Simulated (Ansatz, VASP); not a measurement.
## Al5P2 in VASP and in Ansatz

```xyz
7
Lattice="4.9215 0.0000 0.0000 0.0000 4.8988 0.0000 0.0000 0.0000 7.0755" Properties=species:S:1:pos:R:3 pbc="T T T"
Al    0.0000    0.0000    2.3266
Al    0.0000    0.0000    4.7490
Al    2.4608    2.4494    3.5378
Al    2.4608    0.0000    0.0000
Al    0.0000    2.4494    0.0000
P     2.4608    0.0000    3.5378
P     0.0000    0.0000    0.0000
```

Change from the starting cell: species swapped into the Ta2O5 type (Pmmm, No. 47).

Alike in both runs: functional PBE; k mesh 4 × 4 × 3; occupations gaussian, width 0.2 eV; no spin polarisation.

Ansatz relaxed the structure, and its values are those at the end. VASP's run is a single point on that final structure, the one shown.

|  | VASP | Ansatz |
| --- | --- | --- |
| version | VASP 6.6.1 | Ansatz 0.2.0 |
| potentials or method | VASP PAW PBE potentials, release 64 (Al, P), cutoff 500 eV | scalar-relativistic, plane waves, PAW |
| valence electrons in the cell | 25 | 25 |

```tsv
	VASP	Ansatz	Ansatz less VASP
gap on the k mesh at the Fermi level (eV)	none	none	-
pressure (GPa)	0.1	0.2	+0.03
rms of the force components (eV/Å)	0.004	0.001	-0.0024
```

A gap of «none» marks a metal or a gap that the smearing closes.
